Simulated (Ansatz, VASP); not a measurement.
**YAu in VASP and in Ansatz**

```
CELL_PARAMETERS angstrom
3.55900 0.00000 0.00000
0.00000 3.55900 0.00000
0.00000 0.00000 3.55900
ATOMIC_POSITIONS crystal
Y 0.50000 0.50000 0.50000
Au 0.00000 0.00000 0.00000
```

Change from the starting cell: volume scaled by 1, crystal datasets.

Alike in both runs: task electric field gradients; functional PBEsol; k mesh 10 × 10 × 10; occupations fermi-dirac, width 0.05 eV; no spin polarisation.

|  | VASP | Ansatz |
| --- | --- | --- |
| version | VASP 6.6.1 | Ansatz 0.2.0 |
| potentials or method | VASP PAW PBE potentials, release 64 (Y_sv, Au), cutoff 520 eV | all-electron PAW with datasets made for the crystal, scalar-relativistic |

Ansatz gave:

* pressure (GPa): -0.5

Task: What did VASP give for the same quantities?

Result: Pressure (GPa): -0.8.

VASP's potentials were made for PBE, not for PBEsol. Ansatz ran all-electron here, and VASP with PAW potentials.

Neither program's run includes spin-orbit coupling.
